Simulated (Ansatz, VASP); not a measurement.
## One calculation of Pd, two programs

The input INCAR:

```
SYSTEM = Pd
  ALGO = Normal
  EDIFF = 1E-7
  ENCUT = 520
  GGA = PE
  ISIF = 2
  ISMEAR = -1
  LASPH = .TRUE.
  LCHARG = .FALSE.
  LREAL = .FALSE.
  LWAVE = .FALSE.
  NBANDS = 28
  NELM = 100
  PREC = Accurate
  SIGMA = 0.05
```

Contents of KPOINTS:

```
k-points
0
G
  11 11 3
  0 0 0
```

File POSCAR:

```
Pd
1.0
    2.7252251778      0.0000000000      0.0000000000
   -1.3626125889      2.3601142350      0.0000000000
    0.0000000000      0.0000000000      8.9951574413
Pd
4
Direct
    0.6666666667      0.3333333333      0.7500000000
    0.0000000000      0.0000000000      0.5000000000
    0.3333333333      0.6666666667      0.2500000000
    0.0000000000      0.0000000000      0.0000000000
```

input.yaml

```yaml
crystal:
  lattice:
    - [2.7252251778, 0.0, 0.0]
    - [-1.3626125889, 2.360114235, 0.0]
    - [0.0, 0.0, 8.9951574413]
  atoms:
    - { symbol: Pd, position: [0.6666666667, 0.3333333333, 0.75] }
    - { symbol: Pd, position: [0.0, 0.0, 0.5] }
    - { symbol: Pd, position: [0.3333333333, 0.6666666667, 0.25] }
    - { symbol: Pd, position: [0.0, 0.0, 0.0] }
hamiltonian:
  xc: pbe
  pseudopotentials: { kind: paw }
kpoints:
  mp_grid: { grid: [11, 11, 3] }
scf:
  occupations: { method: fermi_dirac, width: 0.05 }
output:
  forces: true
  stress: true
  eigenvalues: true
  write_density: true
  write_potential: true
  elf: true
  volumetric_format: npy
```

Alike in both runs: task single point; functional PBE; k mesh 11 × 11 × 3; occupations fermi-dirac, width 0.05 eV; no spin polarisation.

```csv
,VASP,Ansatz
version,VASP 6.6.1,Ansatz 0.2.0
potentials or method,"VASP PAW PBE potentials, release 64 (Pd)",Ansatz PAW
plane-wave cutoff (eV),520,420
valence electrons in the cell,40,72
```

|  | VASP | Ansatz | Ansatz less VASP |
| --- | --- | --- | --- |
| gap on the k mesh at the Fermi level (eV) | none | none | - |
| pressure (GPa) | 11.5 | 11.9 | +0.38 |
| traceless stress, the component that is largest in VASP (GPa) | -0.39 | -0.37 | +0.020 |

A gap of «none» marks a metal or a gap that the smearing closes. VASP's potentials hold 40 valence electrons a cell and Ansatz's 72, so a difference there can come from the potentials and not from the codes.
